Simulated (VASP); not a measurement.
Input of a VASP 6.6.1 run:

The input INCAR:

```
SYSTEM = In
  ALGO = Normal
  EDIFF = 1E-6
  ENCUT = 520
  ISIF = 2
  ISMEAR = -1
  LASPH = .TRUE.
  LCHARG = .FALSE.
  LREAL = .FALSE.
  LWAVE = .FALSE.
  NBANDS = 20
  NELM = 100
  PREC = Accurate
  SIGMA = 0.05
```

File KPOINTS:

```
k-points
0
G
  9 9 5
  0 0 0
```

File POSCAR:

```
In
1.0
    3.2673945583      0.0000000000      0.0000000000
   -1.6336972791      2.8296466917      0.0000000000
    0.0000000000      0.0000000000      5.3966798754
In
2
Direct
    0.6666666667      0.3333333333      0.7500000000
    0.3333333333      0.6666666667      0.2500000000
```

Potentials or basis: VASP PAW LDA potentials, release 64 (In_d).

The run is started by

```sh
$ cat potpaw_LDA.64/In_d/POTCAR > POTCAR
$ mpirun -np 1 vasp_std > vasp.out
```

Problem. Estimate the pressure.

Solution. -0.5 GPa.

Problem. What does it give for the band gap on the k mesh?

Solution. Zero (band 13 reaches 10.03 eV, above the bottom of band 14 at 5.79 eV).

Stress tensor (GPa, compression positive):
```
-0.24  0.00  0.00
 0.00 -0.24  0.00
 0.00  0.00 -0.93
```

Caveat: spin-orbit coupling is left out, which moves the levels of the heavy elements.
